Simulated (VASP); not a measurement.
## H6Os: single point with PBE

H6Os:

```
H Os
1.0
     0.00000    2.84560    2.84560
     2.84560    0.00000    2.84560
     2.84560    2.84560    0.00000
H Os
6 1
Direct
  0.69870 0.30130 0.30130
  0.30130 0.69870 0.69870
  0.30130 0.69870 0.30130
  0.69870 0.30130 0.69870
  0.30130 0.30130 0.69870
  0.69870 0.69870 0.30130
  0.00000 0.00000 0.00000
```

| Quantity | Value |
| --- | --- |
| Program | VASP 6.6.1 |
| Task | single point |
| Functional | PBE |
| Potentials or basis | VASP PAW PBE potentials, release 64 (H, Os) |
| Cutoff | 520 eV |
| k mesh | 6 × 6 × 6 |
| Occupations | gaussian, width 0.1 eV |
| Spin | collinear spin, ferromagnetic start |
| Starting moments | [0.0, 0.0, 0.0, 0.0, 0.0, 0.0, 1.0] μB |
| Dipole correction | no |
| Further INCAR settings | ALGO = Normal; EDIFF = 1e-07; NBANDS = 20 |

* Pressure: 0.5 GPa
* Largest force: 0.070 eV/Å
* Band gap on the k mesh: zero (filled and empty bands overlap)
* Net moment: 0.00 μB per cell
* Valence electrons inside the program's atomic spheres: H 0.50; Os 7.35

Forces in eV/Å, atoms in the order of the input:
```
H    0.070  0.000  0.000
H   -0.070  0.000  0.000
H    0.000  0.070  0.000
H    0.000 -0.070  0.000
H    0.000  0.000  0.070
H    0.000  0.000 -0.070
Os   0.000  0.000  0.000
```

Levels at points of the mesh, in eV from the Fermi level:
Spin up:
```csv
k point,band 3,band 4,band 5,band 6,band 7,band 8,band 9,band 10,band 11,band 12
"(0.00, 0.00, 0.00)",-3.51,-0.97,-0.97,-0.97,-0.32,-0.32,-0.32,5.24,11.07,11.91
"(0.50, 0.00, 0.00)",-4.71,-4.71,-0.27,-0.25,-0.25,2.53,2.53,5.79,6.80,6.80
"(0.50, 0.50, 0.00)",-3.10,-2.80,-1.68,-1.68,-1.66,0.17,0.17,2.77,10.20,11.05
```
Spin down:
```
           k point  band 4  band 5  band 6  band 7  band 8  band 9  band 10  band 11
(0.00, 0.00, 0.00)   -0.97   -0.97   -0.97   -0.32   -0.32   -0.32     5.24    11.07
(0.50, 0.00, 0.00)   -4.71   -0.27   -0.25   -0.25    2.53    2.53     5.79     6.80
(0.50, 0.50, 0.00)   -2.80   -1.68   -1.68   -1.66    0.17    0.17     2.77    10.20
```

It took 27 s on 1 thread of Intel Xeon 6975P-C, on a shared host, peak memory 0.2 GiB.

Caveat: spin-orbit coupling is left out, which moves the levels of the heavy elements.
